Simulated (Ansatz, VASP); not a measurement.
**Two plane-wave programs on WSe**

Contents of INCAR:

```
PREC     = Accurate       # precision mode
ENCUT    = 520            # plane-wave cutoff, eV
EDIFF    = 1E-7           # SCF threshold, eV
ISMEAR   = 0              # smearing method
SIGMA    = 0.1            # smearing width, eV
LREAL    = False          # projectors in reciprocal space
LASPH    = True           # aspherical terms in the spheres
NELM     = 150            # most SCF steps
ALGO     = Normal         # electronic algorithm
ISIF     = 2              # what is computed and relaxed
LWAVE    = False          # write WAVECAR
LCHARG   = True           # write CHGCAR
LMAXMIX  = 4              # l up to which the mixer works
LDAU     = True           # DFT+U
LDAUTYPE = 2            
LDAUL    = 2 -1           # shell
LDAUU    = 6.2 0          # U, eV
LDAUJ    = 0 0          
LDAUPRINT= 1            
GGA      = PE             # functional
LELF     = True           # ELF
LVHAR    = True         
NBANDS   = 17             # bands
```

File KPOINTS:

```
regular mesh
0
Gamma
  12 12 12
```

File POSCAR:

```
WSe
1.0
    0.0000000000      3.2242113529      3.2242113529
    3.2242113529      0.0000000000      3.2242113529
    3.2242113529      3.2242113529      0.0000000000
W Se
1 1
Direct
    0.0000000000      0.0000000000      0.0000000000
    0.2500000000      0.2500000000      0.2500000000
```

Input for Ansatz:

```yaml
crystal:
  lattice:
    - [0.0, 3.2242113529, 3.2242113529]
    - [3.2242113529, 0.0, 3.2242113529]
    - [3.2242113529, 3.2242113529, 0.0]
  atoms:
    - { symbol: W, position: [0.0, 0.0, 0.0] }
    - { symbol: Se, position: [0.25, 0.25, 0.25] }
basis:
  ecutwfc: 420
kpoints:
  mp_grid: { grid: [12, 12, 12] }
hamiltonian:
  xc: pbe
  hubbard: { sites: [{ species: W, l: d, u_eff: 6.2 }] }
scf:
  occupations: { method: gaussian, width: 0.1 }
output:
  forces: true
  stress: true
  eigenvalues: true
  write_density: true
  write_potential: true
  elf: true
  volumetric_format: npy
```

Alike in both runs: task single point; functional PBE; k mesh 12 × 12 × 12; occupations gaussian, width 0.1 eV; no spin polarisation; Hubbard terms W d U = 6.2 eV.

|  | VASP | Ansatz |
| --- | --- | --- |
| version | VASP 6.6.1 | Ansatz 0.2.0 |
| potentials or method | VASP PAW PBE potentials, release 64 (W_sv, Se), cutoff 520 eV | scalar-relativistic, plane waves, PAW |
| valence electrons in the cell | 20 | 30 |

Ansatz gave:

| Property | Result |
| --- | --- |
| pressure (GPa) | -6.2 |

Q: What did VASP give for the same quantities?

A: Pressure (GPa): -15.3.

The programs project onto different local orbitals, so the same U acts differently, and such runs can settle in different states. VASP's potentials hold 20 valence electrons a cell and Ansatz's 30, so a difference there can come from the potentials and not from the codes.

Spin-orbit coupling is off throughout.
